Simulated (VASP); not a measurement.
# SiPdRu5 (F-43m) in VASP: single point with PBE

Aim: the single point of SiPdRu5 with PBE.

Program: VASP 6.6.1. These are calculated values, not measurements. Logs are shortened: lines on timing, memory, paths and dates and some standing lists are left out, and cuts for length are marked.

### 1 The cell of the first run

It takes space group F-43m (No. 216, cubic). The conventional cell has a = 10.375 Å, b = 10.375 Å, c = 10.375 Å, α = 90.00°, β = 90.00°, γ = 90.00°. Si (site symmetry -43m) has 4 Ru at 2.14 Å within 2.8 Å. Ru (site symmetry 3m) has 1 Si at 2.14 Å and 1 Pd at 2.35 Å within 2.8 Å. Within 5.7 Å of Ru (site symmetry -43m) lie 12 Ru at 4.32 Å and 4 Pd at 4.49 Å and 6 Si at 5.19 Å. Pd (site symmetry -43m) has 4 Ru at 2.35 Å within 3.1 Å.

The cell was built from a structure type or drawn by symmetry, and may not be a known phase.

### 2 Single point, PBE

The input, INCAR:

```
SYSTEM = SiPdRu5
PREC = Accurate
ENCUT = 500
EDIFF = 1E-6
ISMEAR = 0
SIGMA = 0.2
LREAL = .FALSE.
LASPH = .TRUE.
NELM = 120
ALGO = Normal
ISIF = 2
LWAVE = .FALSE.
LCHARG = .TRUE.
GGA = PE
LELF = .TRUE.
LVHAR = .TRUE.
NBANDS = 51
GGA_COMPAT = .FALSE.
```

The input, KPOINTS:

```
Automatic mesh
0
G
  4 4 4
  0 0 0
```

The input, POSCAR:

```
SiPdRu5
1.0
    0.0000000000      5.1877423356      5.1877423356
    5.1877423356      0.0000000000      5.1877423356
    5.1877423356      5.1877423356      0.0000000000
Si Ru Pd
1 5 1
Direct
    0.5000000000      0.5000000000      0.5000000000
    0.3808173020      0.3808173020      0.3808173020
    0.3808173020      0.3808173020      0.8575480940
    0.3808173020      0.8575480940      0.3808173020
    0.8575480940      0.3808173020      0.3808173020
    0.0000000000      0.0000000000      0.0000000000
    0.2500000000      0.2500000000      0.2500000000
```

Potentials or basis: VASP PAW PBE potentials, release 64 (Si, Ru_pv, Pd).

Started as:

```
$ cat potpaw_PBE.64/Si/POTCAR potpaw_PBE.64/Ru_pv/POTCAR potpaw_PBE.64/Pd/POTCAR > POTCAR
$ mpirun -np 1 vasp_std > vasp.out
```

OUTCAR:

```text
SYSTEM = SiPdRu5
   PREC = Accurate
   ENCUT = 500
   EDIFF = 1E-6
   ISMEAR = 0
   LREAL = .FALSE.
   LASPH = .TRUE.
   NELM = 120
   ISIF = 2
   GGA = PE

 ion  position               nearest neighbor table
   1  0.500  0.500  0.500-   3 2.14   4 2.14   5 2.14   2 2.14
   2  0.381  0.381  0.381-   1 2.14   7 2.35
   3  0.381  0.381  0.858-   1 2.14   7 2.35
   4  0.381  0.858  0.381-   1 2.14   7 2.35
   5  0.858  0.381  0.381-   1 2.14   7 2.35
   6  0.000  0.000  0.000-
   7  0.250  0.250  0.250-   2 2.35   3 2.35   4 2.35   5 2.35

  LATTYP: Found a face centered cubic cell.
 ALAT       =    10.3754846712

  Lattice vectors:

 A1 = (   0.0000000000,   5.1877423356,   5.1877423356)
 A2 = (   5.1877423356,   0.0000000000,   5.1877423356)
 A3 = (   5.1877423356,   5.1877423356,   0.0000000000)

Analysis of symmetry for initial positions (statically):
=====================================================================
 Subroutine PRICEL returns:
 Original cell was already a primitive cell.

 Routine SETGRP: Setting up the symmetry group for a
 face centered cubic supercell.

 Subroutine GETGRP returns: Found 24 space group operations
 (whereof 24 operations were pure point group operations)
 out of a pool of 48 trial point group operations.

The static configuration has the point symmetry T_d .

Analysis of symmetry for dynamics (positions and initial velocities):
=====================================================================
 Subroutine PRICEL returns:
 Original cell was already a primitive cell.

 Routine SETGRP: Setting up the symmetry group for a
 face centered cubic supercell.

 Subroutine GETGRP returns: Found 24 space group operations
 (whereof 24 operations were pure point group operations)
 out of a pool of 48 trial point group operations.

The dynamic configuration has the point symmetry T_d .

 Subroutine INISYM returns: Found 24 space group operations
 (whereof 24 operations are pure point group operations),
 and found     1 'primitive' translations

----------------------------------------------------------------------------------------

                                     Primitive cell

  volume of cell :     279.2320

  direct lattice vectors                    reciprocal lattice vectors
     0.000000000  5.187742336  5.187742336    -0.096381040  0.096381040  0.096381040
     5.187742336  0.000000000  5.187742336     0.096381040 -0.096381040  0.096381040
     5.187742336  5.187742336  0.000000000     0.096381040  0.096381040 -0.096381040

  length of vectors
     7.336575569  7.336575569  7.336575569     0.166936858  0.166936858  0.166936858

  position of ions in fractional coordinates (direct lattice)
     0.500000000  0.500000000  0.500000000
     0.380817302  0.380817302  0.380817302
     0.380817302  0.380817302  0.857548094
     0.380817302  0.857548094  0.380817302
     0.857548094  0.380817302  0.380817302
     0.000000000  0.000000000  0.000000000
     0.250000000  0.250000000  0.250000000

  ion indices of the primitive-cell ions
   primitive index   ion index
                 1           1
                 2           2
                 3           3
                 4           4
                 5           5
                 6           6
                 7           7

----------------------------------------------------------------------------------------

 KPOINTS: Automatic mesh

Automatic generation of k-mesh.
 Grid dimensions read from file:
 generate k-points for:    4    4    4

 Generating k-lattice:

  Cartesian coordinates                     Fractional coordinates (reciprocal lattice)
    -0.024095260  0.024095260  0.024095260     0.250000000  0.000000000  0.000000000
     0.024095260 -0.024095260  0.024095260     0.000000000  0.250000000  0.000000000
     0.024095260  0.024095260 -0.024095260     0.000000000  0.000000000  0.250000000

  Length of vectors
     0.041734214  0.041734214  0.041734214

  Shift w.r.t. Gamma in fractional coordinates (k-lattice)
     0.000000000  0.000000000  0.000000000

 Subroutine IBZKPT returns following result:
 ===========================================

 Found      8 irreducible k-points:

 Following reciprocal coordinates:
            Coordinates               Weight
  0.000000  0.000000  0.000000      1.000000
  0.250000  0.000000  0.000000      8.000000
  0.500000  0.000000  0.000000      4.000000
  0.250000  0.250000  0.000000      6.000000
  0.500000  0.250000  0.000000     24.000000
 -0.250000  0.250000  0.000000     12.000000
  0.500000  0.500000  0.000000      3.000000
 -0.250000  0.500000  0.250000      6.000000
   k-points           NKPTS =      8   k-points in BZ     NKDIM =      8   number of bands    NBANDS=     51
   number of dos      NEDOS =    301   number of ions     NIONS =      7
   total plane-waves  NPLWV = 157464
   dimension x,y,z NGX =    54 NGY =   54 NGZ =   54
   dimension x,y,z NGXF=   108 NGYF=  108 NGZF=  108
   ions per type =               1   5   1
   NGX,Y,Z   is equivalent  to a cutoff of  12.24, 12.24, 12.24 a.u.
   NGXF,Y,Z  is equivalent  to a cutoff of  24.47, 24.47, 24.47 a.u.
 SYSTEM =  SiPdRu5
   PREC   = accura    normal or accurate (medium, high low for compatibility)
   ISTART =      0    job   : 0-new  1-cont  2-samecut
   ICHARG =      2    charge: 1-file 2-atom 10-const
   ISPIN  =      1    spin polarized calculation?
   LNONCOLLINEAR =      F non collinear calculations
   LSORBIT =      F    spin-orbit coupling
   LASPH  =      T    aspherical Exc in radial PAW
   ENCUT  =  500.0 eV  36.75 Ry    6.06 a.u.  13.38 13.38 13.38*2*pi/ulx,y,z
   NELM   =    120;   NELMIN=  2; NELMDL= -5     # of ELM steps
   EDIFF  = 0.1E-05   stopping-criterion for ELM
   LREAL  =      F    real-space projection
   EDIFFG = 0.1E-04   stopping-criterion for IOM
   NSW    =      0    number of steps for IOM
   IBRION =     -1    ionic relax: 0-MD 1-quasi-New 2-CG
   NFREE  =      0    steps in history (QN), initial steepest desc. (CG)
   ISIF   =      2    stress and relaxation
   ISYM   =      2    0-nonsym 1-usesym 2-fastsym
   POTIM  = 0.5000    time-step for ionic-motion
   TEBEG  =    0.0;   TEEND  =   0.0 temperature during run
   PSTRESS=    0.0 pullay stress
   NELECT =      84.0000    total number of electrons
   NUPDOWN=      -1.0000    fix difference up-down
   EMIN   =  10.00;   EMAX   =-10.00  energy-range for DOS
   EFERMI =   0.00;   METHOD = LEGACY
   ISMEAR =     0;   SIGMA  =   0.20  broadening in eV -4-tet -1-fermi 0-gaus
   EFERMI_NEDOS =   21; number of points for ismear=-14 and -15
   IALGO  =     38    algorithm
   IMIX   =      4    mixing-type and parameters
     AMIX     =   0.40;   BMIX     =  1.00
     AMIX_MAG =   1.60;   BMIX_MAG =  1.00
  volume/ion in A,a.u.               =      39.89       269.19
  Fermi-wavevector in a.u.,A,eV,Ry     =   1.096932  2.072900 16.371330  1.203259
  Thomas-Fermi vector in A             =   2.233282
   LORBIT       =      0    0 simple, 1 ext, 2 COOP (PROOUT), +10 PAW based schemes
   GGA     = PE    functional components
   LHFCALC =     F    Hartree Fock is set to
   AEXX    =    0.0000 exact exchange contribution
   IVDW    =     0    specifies the selected vdW correction
   LEPSILON=     F    determine dielectric tensor
   LRPA    =     F    only Hartree local field effects (RPA)
 non-spin polarized calculation
 Gauss-broadening in eV      SIGMA  =   0.20
  energy-cutoff  :      500.00
  volume of cell :      279.23
 maximum number of plane-waves:      7120
 NGX is ok and might be reduce to    54
   NGX = 27   NGY = 27   NGZ = 27

 number of electron      83.9999995 magnetization

 Free energy of the ion-electron system (eV)
  ---------------------------------------------------
  ext. energy  EPLUGINS =         0.00000000
  ---------------------------------------------------
  free energy    TOTEN  =       -31.40320263 eV

  energy without entropy =      -30.57053134  energy(sigma->0) =      -30.98686698

 E-fermi :   0.7299     XC(G=0):  -7.3902

 val. band max:        0.7091801337   @ k =  -0.2500   0.2500   0.0000
 cond. band min:       0.7426978873   @ k =   0.2500   0.2500   0.0000
 fundamental gap:      0.0335177536
 Fermi energy:         0.7299382510

 k-point     1 :       0.0000    0.0000    0.0000
  band No.  band energies     occupation
      1     -41.3835      2.00000
      2     -41.3397      2.00000
      3     -41.3397      2.00000
      4     -41.3397      2.00000
      5     -40.8493      2.00000
      6     -40.8493      2.00000
[... 43 lines left out ...]
     50       2.2816      0.00000
     51       2.8983      0.00000

 k-point     2 :       0.2500    0.0000    0.0000
  band No.  band energies     occupation
      1     -41.3801      2.00000
      2     -41.3430      2.00000
      3     -41.3397      2.00000
      4     -41.3397      2.00000
      5     -40.8488      2.00000
      6     -40.8488      2.00000
[... 43 lines left out ...]
     50       2.3992      0.00000
     51       3.0008      0.00000

 k-point     3 :       0.5000    0.0000    0.0000
  band No.  band energies     occupation
      1     -41.3760      2.00000
      2     -41.3472      2.00000
      3     -41.3397      2.00000
      4     -41.3397      2.00000
      5     -40.8485      2.00000
      6     -40.8485      2.00000
[... 43 lines left out ...]
     50       2.5352      0.00000
     51       3.0541      0.00000

 k-point     4 :       0.2500    0.2500    0.0000
  band No.  band energies     occupation
      1     -41.3789      2.00000
      2     -41.3443      2.00000
      3     -41.3397      2.00000
      4     -41.3397      2.00000
      5     -40.8490      2.00000
      6     -40.8480      2.00000
[... 43 lines left out ...]
     50       1.8718      0.00000
     51       3.0358      0.00000

 k-point     5 :       0.5000    0.2500    0.0000
  band No.  band energies     occupation
      1     -41.3744      2.00000
      2     -41.3488      2.00000
      3     -41.3397      2.00000
      4     -41.3397      2.00000
      5     -40.8485      2.00000
      6     -40.8476      2.00000
[... 43 lines left out ...]
     50       2.3666      0.00000
     51       2.9355      0.00000

 k-point     6 :      -0.2500    0.2500    0.0000
  band No.  band energies     occupation
      1     -41.3760      2.00000
      2     -41.3472      2.00000
      3     -41.3397      2.00000
      4     -41.3397      2.00000
      5     -40.8484      2.00000
      6     -40.8482      2.00000
[... 43 lines left out ...]
     50       2.5032      0.00000
     51       2.9791      0.00000

 k-point     7 :       0.5000    0.5000    0.0000
  band No.  band energies     occupation
      1     -41.3725      2.00000
      2     -41.3507      2.00000
      3     -41.3397      2.00000
      4     -41.3397      2.00000
      5     -40.8484      2.00000
      6     -40.8480      2.00000
[... 43 lines left out ...]
     50       1.6849      0.00000
     51       2.8777      0.00000

 k-point     8 :      -0.2500    0.5000    0.2500
  band No.  band energies     occupation
      1     -41.3725      2.00000
      2     -41.3507      2.00000
      3     -41.3397      2.00000
      4     -41.3397      2.00000
      5     -40.8482      2.00000
      6     -40.8478      2.00000
[... 43 lines left out ...]
     50       2.7658      0.00000
     51       3.0101      0.00000

------------------------ aborting loop because EDIFF is reached ----------------------------------------

  FORCE on cell =-STRESS in cart. coord.  units (eV):
  Direction    XX          YY          ZZ          XY          YZ          ZX
  --------------------------------------------------------------------------------------
  -------------------------------------------------------------------------------------
  Total        0.8983756      0.8983756      0.8983756      0.0000000      0.0000000      0.0000000
  in kB        5.1546996      5.1546996      5.1546996      0.0000000      0.0000000      0.0000000
  external PRESSURE =       5.1546996 kB  Pullay stress =       0.0000000 kB

 VOLUME and BASIS-vectors are now :
 -----------------------------------------------------------------------------
  energy-cutoff  :      500.00
  volume of cell :      279.23
      direct lattice vectors                 reciprocal lattice vectors
     0.000000000  5.187742336  5.187742336    -0.096381040  0.096381040  0.096381040
     5.187742336  0.000000000  5.187742336     0.096381040 -0.096381040  0.096381040
     5.187742336  5.187742336  0.000000000     0.096381040  0.096381040 -0.096381040

 POSITION                                       TOTAL-FORCE (eV/Angst)
 -----------------------------------------------------------------------------------
      5.18774      5.18774      5.18774        -0.000000     -0.000000     -0.000000
      3.95116      3.95116      3.95116        -0.004355     -0.004355     -0.004355
      6.42432      6.42432      3.95116         0.004355      0.004355     -0.004355
      6.42432      3.95116      6.42432         0.004355     -0.004355      0.004355
      3.95116      6.42432      6.42432        -0.004355      0.004355      0.004355
      0.00000      0.00000      0.00000        -0.000000     -0.000000     -0.000000
      2.59387      2.59387      2.59387        -0.000000     -0.000000     -0.000000
 -----------------------------------------------------------------------------------
    total drift:                                0.000000      0.000000      0.000000

  FREE ENERGIE OF THE ION-ELECTRON SYSTEM (eV)
  ---------------------------------------------------
  free  energy   TOTEN  =       -31.4032026266 eV

  energy  without entropy=      -30.5705313399  energy(sigma->0) =      -30.98686698
```

Run time: 13 min. Hardware: 1 thread of Intel Xeon 8259CL, shared host; peak memory 0.47 GiB.

What came out:

```yaml
Free_energy: -31.4032 eV
Pressure: 0.5 GPa
Largest_force: 0.008 eV/Å
```

Forces on the atoms (eV/Å):
```
Si   0.000  0.000  0.000
Ru  -0.004 -0.004 -0.004
Ru   0.004  0.004 -0.004
Ru   0.004 -0.004  0.004
Ru  -0.004  0.004  0.004
Ru   0.000  0.000  0.000
Pd   0.000  0.000  0.000
```

Levels at points of the mesh, in eV from the Fermi level:
```csv
k point,band 40,band 41,band 42,band 43,band 44,band 45
"(0.00, 0.00, 0.00)",-0.02,-0.02,-0.02,0.03,0.03,0.13
"(0.50, 0.00, 0.00)",-0.04,-0.04,-0.04,0.06,0.06,0.07
"(0.50, 0.50, 0.00)",-0.15,-0.09,-0.06,0.07,0.07,0.08
```
